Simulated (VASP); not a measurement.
# RbBr (R-3m) in VASP: single point with HSE06

Aim: the single point of RbBr with HSE06.

Everything below comes from runs of VASP 6.6.1. Logs are shortened: lines on timing, memory, paths and dates and some standing lists are left out, and cuts for length are marked.

## (1) The cell of the first run

It takes space group R-3m (No. 166, trigonal). The conventional cell has a = 6.128 Å, b = 6.128 Å, c = 6.926 Å, α = 90.00°, β = 90.00°, γ = 120.00°. Rb (site symmetry -3m) has 8 Br at 3.46 to 3.72 Å and 6 Rb at 4.22 Å within 4.6 Å. Br (site symmetry -3m) has 8 Rb at 3.46 to 3.72 Å and 6 Br at 4.22 Å within 4.6 Å.

## (2) Single point, HSE06 (epitaxial 111 strain +5.0%)

POSCAR reads:

```
RbBr
1.0
    4.2219958348     -0.1115015399     -0.1115015399
   -0.1115015399      4.2219958348     -0.1115015399
   -0.1115015399     -0.1115015399      4.2219958348
Rb Br
1 1
Direct
    0.0000000000      0.0000000000      0.0000000000
    0.5000000000      0.5000000000      0.5000000000
```

INCAR.step1 reads:

```
SYSTEM = RbBr
PREC     = Accurate       ! precision mode
ENCUT    = 520            ! plane-wave cutoff, eV
EDIFF    = 1E-5           ! SCF threshold, eV
ISMEAR   = 0              ! smearing method
SIGMA    = 0.01           ! smearing width, eV
LREAL    = .False.        ! projectors in reciprocal space
LASPH    = .True.         ! aspherical terms in the spheres
NELM     = 100            ! most SCF steps
ALGO     = Normal         ! electronic algorithm
ISIF     = 2              ! what is computed and relaxed
LWAVE    = .True.         ! write WAVECAR
LCHARG   = .False.        ! write CHGCAR
NBANDS   = 15             ! bands
GGA      = PE             ! functional
```

INCAR.step2 reads:

```
SYSTEM = RbBr
PREC     = Accurate       ! precision mode
ENCUT    = 520            ! plane-wave cutoff, eV
EDIFF    = 1E-6           ! SCF threshold, eV
ISMEAR   = 0              ! smearing method
SIGMA    = 0.01           ! smearing width, eV
LREAL    = .False.        ! projectors in reciprocal space
LASPH    = .True.         ! aspherical terms in the spheres
NELM     = 100            ! most SCF steps
ALGO     = Normal         ! electronic algorithm
ISIF     = 2              ! what is computed and relaxed
LWAVE    = .False.        ! write WAVECAR
LCHARG   = .False.        ! write CHGCAR
GGA      = PE             ! functional
LHFCALC  = .True.         ! exact exchange
HFSCREEN = 0.2079         ! screening, 1/A
PRECFOCK = Normal       
NBANDS   = 15             ! bands
ISTART   = 1
```

KPOINTS reads:

```
regular mesh
0
Gamma
  4 4 4
  0 0 0
```

Potentials or basis: VASP PAW PBE potentials, release 64 (Rb_sv, Br).

Command:

```console
> cat potpaw_PBE.64/Rb_sv/POTCAR potpaw_PBE.64/Br/POTCAR > POTCAR
> cp INCAR.step1 INCAR
> mpirun -np 1 vasp_std > vasp.out
> cp INCAR.step2 INCAR
> mpirun -np 1 vasp_std > vasp.out
```

OUTCAR:

```text
SYSTEM = RbBr
   PREC = Accurate
   ENCUT = 520
   EDIFF = 1E-6
   ISMEAR = 0
   LREAL = .False.
   LASPH = .True.
   NELM = 100
   ISIF = 2
   GGA = PE
   LHFCALC = .True.
   HFSCREEN = 0.2079
   PRECFOCK = Normal
   ISTART = 1

 ion  position               nearest neighbor table
   1  0.000  0.000  0.000-   2 3.46   2 3.46   2 3.72   2 3.72   2 3.72   2 3.72   2 3.72   2 3.72

   2  0.500  0.500  0.500-   1 3.46   1 3.46   1 3.72   1 3.72   1 3.72   1 3.72   1 3.72   1 3.72

  LATTYP: Found a trigonal (rhomboedric) cell.
 ALAT       =     4.2249395281
 COS(alpha) =    -0.0520492743

  Lattice vectors:

 A1 = (   4.2219958348,  -0.1115015399,  -0.1115015399)
 A2 = (  -0.1115015399,   4.2219958348,  -0.1115015399)
 A3 = (  -0.1115015399,  -0.1115015399,   4.2219958348)

Analysis of symmetry for initial positions (statically):
=====================================================================
 Subroutine PRICEL returns:
 Original cell was already a primitive cell.

 Routine SETGRP: Setting up the symmetry group for a
 trigonal (rhombohedral) supercell.

 Subroutine GETGRP returns: Found 12 space group operations
 (whereof 12 operations were pure point group operations)
 out of a pool of 12 trial point group operations.

The static configuration has the point symmetry D_3d.

Analysis of symmetry for dynamics (positions and initial velocities):
=====================================================================
 Subroutine PRICEL returns:
 Original cell was already a primitive cell.

 Routine SETGRP: Setting up the symmetry group for a
 trigonal (rhombohedral) supercell.

 Subroutine GETGRP returns: Found 12 space group operations
 (whereof 12 operations were pure point group operations)
 out of a pool of 12 trial point group operations.

The dynamic configuration has the point symmetry D_3d.

 Subroutine INISYM returns: Found 12 space group operations
 (whereof 12 operations are pure point group operations),
 and found     1 'primitive' translations

----------------------------------------------------------------------------------------

                                     Primitive cell

  volume of cell :      75.0979

  direct lattice vectors                    reciprocal lattice vectors
     4.221995835 -0.111501540 -0.111501540     0.237194653  0.006434158  0.006434158
    -0.111501540  4.221995835 -0.111501540     0.006434158  0.237194653  0.006434158
    -0.111501540 -0.111501540  4.221995835     0.006434158  0.006434158  0.237194653

  length of vectors
     4.224939528  4.224939528  4.224939528     0.237369122  0.237369122  0.237369122

  position of ions in fractional coordinates (direct lattice)
     0.000000000  0.000000000  0.000000000
     0.500000000  0.500000000  0.500000000

  ion indices of the primitive-cell ions
   primitive index   ion index
                 1           1
                 2           2

----------------------------------------------------------------------------------------

 KPOINTS: regular mesh

Automatic generation of k-mesh.
 Grid dimensions read from file:
 generate k-points for:    4    4    4

 Generating k-lattice:

  Cartesian coordinates                     Fractional coordinates (reciprocal lattice)
     0.059298663  0.001608539  0.001608539     0.250000000 -0.000000000  0.000000000
     0.001608539  0.059298663  0.001608539    -0.000000000  0.250000000  0.000000000
     0.001608539  0.001608539  0.059298663     0.000000000  0.000000000  0.250000000

  Length of vectors
     0.059342281  0.059342281  0.059342281

  Shift w.r.t. Gamma in fractional coordinates (k-lattice)
     0.000000000  0.000000000  0.000000000

 Subroutine IBZKPT returns following result:
 ===========================================

 Found     13 irreducible k-points:

 Following reciprocal coordinates:
            Coordinates               Weight
  0.000000  0.000000  0.000000      1.000000
  0.250000  0.000000  0.000000      6.000000
  0.500000  0.000000  0.000000      3.000000
  0.250000  0.250000  0.000000      6.000000
  0.500000  0.250000  0.000000     12.000000
 -0.250000  0.250000  0.000000      6.000000
  0.500000  0.500000  0.000000      3.000000
  0.250000  0.250000  0.250000      2.000000
  0.500000  0.250000  0.250000      6.000000
 -0.250000  0.250000  0.250000      6.000000
  0.500000  0.500000  0.250000      6.000000
 -0.250000  0.500000  0.250000      6.000000
  0.500000  0.500000  0.500000      1.000000
   k-points           NKPTS =     13   k-points in BZ     NKDIM =     64   number of bands    NBANDS=     15
   number of dos      NEDOS =    301   number of ions     NIONS =      2
   total plane-waves  NPLWV =  32768
   dimension x,y,z NGX =    32 NGY =   32 NGZ =   32
   dimension x,y,z NGXF=    64 NGYF=   64 NGZF=   64
   ions per type =               1   1
   NGX,Y,Z   is equivalent  to a cutoff of  12.59, 12.59, 12.59 a.u.
   NGXF,Y,Z  is equivalent  to a cutoff of  25.18, 25.18, 25.18 a.u.
 SYSTEM =  RbBr
   PREC   = accura    normal or accurate (medium, high low for compatibility)
   ISTART =      1    job   : 0-new  1-cont  2-samecut
   ICHARG =      0    charge: 1-file 2-atom 10-const
   ISPIN  =      1    spin polarized calculation?
   LNONCOLLINEAR =      F non collinear calculations
   LSORBIT =      F    spin-orbit coupling
   LASPH  =      T    aspherical Exc in radial PAW
   ENCUT  =  520.0 eV  38.22 Ry    6.18 a.u.   7.86  7.86  7.86*2*pi/ulx,y,z
   NELM   =    100;   NELMIN=  2; NELMDL=  0     # of ELM steps
   EDIFF  = 0.1E-05   stopping-criterion for ELM
   LREAL  =      F    real-space projection
   EDIFFG = 0.1E-04   stopping-criterion for IOM
   NSW    =      0    number of steps for IOM
   IBRION =     -1    ionic relax: 0-MD 1-quasi-New 2-CG
   NFREE  =      0    steps in history (QN), initial steepest desc. (CG)
   ISIF   =      2    stress and relaxation
   ISYM   =      3    0-nonsym 1-usesym 2-fastsym
   POTIM  = 0.5000    time-step for ionic-motion
   TEBEG  =    0.0;   TEEND  =   0.0 temperature during run
   PSTRESS=    0.0 pullay stress
   NELECT =      16.0000    total number of electrons
   NUPDOWN=      -1.0000    fix difference up-down
   EMIN   =  10.00;   EMAX   =-10.00  energy-range for DOS
   EFERMI =   0.00;   METHOD = LEGACY
   ISMEAR =     0;   SIGMA  =   0.01  broadening in eV -4-tet -1-fermi 0-gaus
   EFERMI_NEDOS =   21; number of points for ismear=-14 and -15
   IALGO  =     38    algorithm
   IMIX   =      1    mixing-type and parameters
     AMIX     =   0.40;   BMIX     =  1.00
     AMIX_MAG =   1.60;   BMIX_MAG =  1.00
  volume/ion in A,a.u.               =      37.55       253.39
  Fermi-wavevector in a.u.,A,eV,Ry     =   0.977775  1.847727 13.007768  0.956044
  Thomas-Fermi vector in A             =   2.108499
   LORBIT       =      0    0 simple, 1 ext, 2 COOP (PROOUT), +10 PAW based schemes
   GGA     = PE    functional components
   LHFCALC =     T    Hartree Fock is set to
   PRECFOCK=normal    Normal, Fast or Accurate (Low or Medium for compatibility)
   ENCUT4O =  -1.0   cutoff for four orbital integrals eV
   NKREDX  =     1    reduce k-point grid by
   NKREDY  =     1    reduce k-point grid by
   NKREDZ  =     1    reduce k-point grid by
   AEXX    =    0.2500 exact exchange contribution
   HFSCREEN=    0.2079 screening length (either q_TF or 0.3 A-1)
   HFSCREENC=   0.2079 screening length for correlation (either q_TF or 0.3 A-1)
   ENCUTFOCK=  -1.0 apply spherical cutoff to Coloumb kernel
   IVDW    =     0    specifies the selected vdW correction
   LEPSILON=     F    determine dielectric tensor
   LRPA    =     F    only Hartree local field effects (RPA)
 non-spin polarized calculation
 Gauss-broadening in eV      SIGMA  =   0.01
  energy-cutoff  :      520.00
  volume of cell :       75.10
 maximum number of plane-waves:      2060
  NGX = 24; NGY = 24; NGZ = 24

 number of electron      15.9999998 magnetization

 Free energy of the ion-electron system (eV)
  ---------------------------------------------------
  ext. energy  EPLUGINS =         0.00000000
  ---------------------------------------------------
  free energy    TOTEN  =        -6.95480072 eV

  energy without entropy =       -6.95480072  energy(sigma->0) =       -6.95480072

 E-fermi :  -1.7658     XC(G=0):  -6.4032

 val. band max:       -1.8219985732   @ k =   0.5000   0.5000   0.0000
 cond. band min:       3.2164072109   @ k =   0.0000   0.0000   0.0000
 fundamental gap:      5.0384057841
 Fermi energy:        -1.7657620919

 k-point     1 :       0.0000    0.0000    0.0000
  band No.  band energies     occupation
      1     -28.7290      2.00000
      2     -15.3821      2.00000
      3     -11.5736      2.00000
      4     -11.5554      2.00000
      5     -11.5554      2.00000
      6      -2.0079      2.00000
      7      -1.9585      2.00000
      8      -1.9585      2.00000
      9       3.2164      0.00000
     10       5.0273      0.00000
     11       5.0273      0.00000
     12       9.1011      0.00000
     13       9.4325      0.00000
     14       9.4325      0.00000
     15      12.2123      0.00000

 k-point     2 :       0.2500    0.0000    0.0000
  band No.  band energies     occupation
      1     -28.7208      2.00000
      2     -15.3757      2.00000
      3     -11.6207      2.00000
      4     -11.5386      2.00000
      5     -11.5385      2.00000
      6      -2.8026      2.00000
      7      -2.0519      2.00000
      8      -1.9547      2.00000
      9       4.4416      0.00000
     10       5.4971      0.00000
     11       6.1174      0.00000
     12       8.9836      0.00000
     13       9.2210      0.00000
     14       9.6930      0.00000
     15      10.0044      0.00000
[... 167 lines left out ...]
      3     -11.7503      2.00000
      4     -11.6621      2.00000
      5     -11.6101      2.00000
      6      -3.0967      2.00000
      7      -2.6289      2.00000
      8      -2.3969      2.00000
      9       5.9524      0.00000
     10       6.6319      0.00000
     11       6.8647      0.00000
     12       8.1818      0.00000
     13       8.2887      0.00000
     14       9.1385      0.00000
     15      11.3479      0.00000

 k-point    13 :       0.5000    0.5000    0.5000
  band No.  band energies     occupation
      1     -28.6830      2.00000
      2     -15.1179      2.00000
      3     -11.7610      2.00000
      4     -11.7610      2.00000
      5     -11.7022      2.00000
      6      -3.0719      2.00000
      7      -3.0719      2.00000
      8      -3.0689      2.00000
      9       7.1555      0.00000
     10       7.1555      0.00000
     11       7.9516      0.00000
     12       8.4236      0.00000
     13       8.4236      0.00000
     14       9.1991      0.00000
     15      11.5413      0.00000

------------------------ aborting loop because EDIFF is reached ----------------------------------------

  FORCE on cell =-STRESS in cart. coord.  units (eV):
  Direction    XX          YY          ZZ          XY          YZ          ZX
  --------------------------------------------------------------------------------------
  -------------------------------------------------------------------------------------
  Total       -0.1590625     -0.1590625     -0.1590625      0.1537474      0.1537474      0.1537474
  in kB       -3.3935215     -3.3935215     -3.3935215      3.2801270      3.2801270      3.2801270
  external PRESSURE =      -3.3935215 kB  Pullay stress =       0.0000000 kB

 VOLUME and BASIS-vectors are now :
 -----------------------------------------------------------------------------
  energy-cutoff  :      520.00
  volume of cell :       75.10
      direct lattice vectors                 reciprocal lattice vectors
     4.221995835 -0.111501540 -0.111501540     0.237194653  0.006434158  0.006434158
    -0.111501540  4.221995835 -0.111501540     0.006434158  0.237194653  0.006434158
    -0.111501540 -0.111501540  4.221995835     0.006434158  0.006434158  0.237194653

 POSITION                                       TOTAL-FORCE (eV/Angst)
 -----------------------------------------------------------------------------------
      0.00000      0.00000      0.00000         0.000000      0.000000      0.000000
      1.99950      1.99950      1.99950        -0.000000     -0.000000     -0.000000
 -----------------------------------------------------------------------------------
    total drift:                                0.000000      0.000000      0.000000

  FREE ENERGIE OF THE ION-ELECTRON SYSTEM (eV)
  ---------------------------------------------------
  free  energy   TOTEN  =        -6.9548007152 eV

  energy  without entropy=       -6.9548007152  energy(sigma->0) =       -6.95480072
```

Wall time 5 min (1 thread of Oxide Virtual Turin-like, shared host); peak memory 0.26 GiB.

Results:

```
Free energy            : -6.9548 eV
Pressure               : -0.3 GPa
Band gap on the k mesh : 5.04 eV (least direct gap 5.17 eV)
```

Stress tensor (GPa, compression positive):
```
-0.34  0.33  0.33
 0.33 -0.34  0.33
 0.33  0.33 -0.34
```

Caveat: the cell differs from its parent crystal (epitaxial 111 strain +5.0%); the structure was generated, so it needn't be the stable form of RbBr; the PAW data sets were made with another functional, which shifts forces and pressure a little.
